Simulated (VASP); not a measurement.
The system is EuSn3.

```
Eu Sn
1.0
     4.76441    0.00000    0.00000
     0.00000    4.76441    0.00000
     0.00000    0.00000    4.76441
Eu Sn
1 3
Direct
  0.00000 0.00000 0.00000
  0.00000 0.50000 0.50000
  0.50000 0.50000 0.00000
  0.50000 0.00000 0.50000
```

Base run:

- Program: VASP 6.6.1
- Functional: LDA
- Potentials or basis: VASP PAW PBE potentials, release 64 (Eu, Sn_d)
- Cutoff: 520 eV
- k mesh: 6 × 6 × 6
- Occupations: fermi-dirac, width 0.05 eV
- Spin: collinear spin, ferromagnetic start
- Starting moments: [7.0, 0.0, 0.0, 0.0] μB
- Hubbard terms: Eu f U = 7.0 eV

Its results: pressure -2.9 GPa; net moment 7.05 μB per cell; site moments Eu +6.74; Sn -0.00 μB.

The run is repeated on the same cell with these changes: hubbard terms from Eu f U = 7.0 eV to Eu f U = 4.5 eV. What comes out?

Pressure -3.3 GPa; net moment 6.99 μB per cell; site moments Eu +6.68; Sn -0.00 μB.

Caveats: the PAW data sets were made with another functional, which shifts forces and pressure a little; the cell stands under tension (at least some runs).
